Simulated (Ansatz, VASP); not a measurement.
Two plane-wave programs on CuO

```
Cu O
1.0
     2.87950    0.00000    0.00000
     0.03907    2.87928    0.00000
     0.01750    0.01724    5.17634
Cu O
2 2
Direct
  0.00000 0.50000 0.00000
  0.50000 0.00000 0.50000
  0.99842 0.00167 0.74989
  0.00158 0.99833 0.25011
```

Alike in both runs: functional PBE; k mesh 9 × 9 × 5; occupations fermi-dirac, width 0.05 eV; no spin polarisation.

```csv
,VASP,Ansatz
version,VASP 6.6.1,Ansatz 0.2.0
potentials or method,"VASP PAW PBE potentials, release 64 (Cu, O)",JTH PAW
plane-wave cutoff (eV),520,1380
valence electrons in the cell,34,50
task,single point,band structure
```

|  | VASP | Ansatz | Ansatz less VASP |
| --- | --- | --- | --- |
| gap on the k mesh at the Fermi level (eV) | none | none | - |
| pressure (GPa) | 6.6 | 6.1 | -0.44 |
| traceless stress, the component that is largest in VASP (GPa) | -0.90 | -1.15 | -0.242 |
| rms of the force components (eV/Å) | 0.005 | 0.005 | -0.0003 |

Atom by atom the forces differ by 0.000 eV/Å (rms over components). A gap of «none» marks a metal or a gap that the smearing closes. VASP's potentials hold 34 valence electrons a cell and Ansatz's 50, so a difference there can come from the potentials and not from the codes.
